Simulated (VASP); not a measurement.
## HC6: single point with LDA

The system is HC6, a wire with vacuum.

```
CELL_PARAMETERS angstrom
4.88953 0.00000 0.00000
-1.22238 8.78496 0.00000
0.00000 0.00000 22.74747
ATOMIC_POSITIONS crystal
C 0.01936 0.07745 0.17584
C 0.51936 0.07745 0.17584
C 0.27420 0.09681 0.20595
C 0.77420 0.09681 0.20595
C 0.28388 0.13553 0.26618
C 0.78388 0.13553 0.26618
C 0.03863 0.15452 0.29551
C 0.53863 0.15452 0.29551
C 0.04887 0.19548 0.35836
C 0.54887 0.19548 0.35836
C 0.30317 0.21270 0.38455
C 0.80317 0.21270 0.38455
H 0.04887 0.09125 0.44653
H 0.04887 0.29971 0.44653
```

```yaml
Program: VASP 6.6.1
Task: single point
Functional: LDA
Potentials_or_basis: VASP PAW LDA potentials, release 64 (C, H)
Cutoff: 520 eV
k_mesh: 6 × 3 × 1
Occupations: gaussian, width 0.1 eV
Spin: no spin polarisation
```

```json
{
 "Largest force": "3.379 eV/Å",
 "Band gap on the k mesh": "0.03 eV"
}
```

Forces in eV/Å, atoms in the order of the input:
```
C   -0.014  0.419  1.926
C    0.025  0.590  1.831
C    0.062 -0.824 -3.162
C   -0.076 -0.910 -3.253
C    0.210  0.169  0.968
C   -0.199  0.291  1.064
C    0.020  0.585  1.025
C   -0.019  0.166  0.418
C   -0.119 -0.721 -2.770
C    0.142 -0.299 -1.087
C   -0.801 -0.667  2.493
C    1.004  1.079  2.663
H    1.007  1.990 -0.734
H   -1.241 -1.868 -1.382
```

Levels at points of the mesh, in eV from the valence-band top:
| k point | band 21 | band 22 | band 23 | band 24 | band 25 | band 26 | band 27 | band 28 | band 29 | band 30 |
| --- | --- | --- | --- | --- | --- | --- | --- | --- | --- | --- |
| (0.00, 0.00, 0.00) | -2.19 | -2.18 | -1.06 | -0.20 | -0.03 | 0.17 | 0.39 | 0.89 | 2.25 | 2.43 |
| (0.50, 0.00, 0.00) | -2.80 | -1.96 | -1.76 | -0.63 | 0.00 | 0.03 | 0.70 | 2.06 | 2.92 | 3.14 |

Run time: 9.7 min on 1 thread of Intel(R) Xeon(R) Platinum 8488C (Sapphire Rapids) (shared host), peak memory 0.78 GiB.

Caveat: the smearing spreads over this small gap.
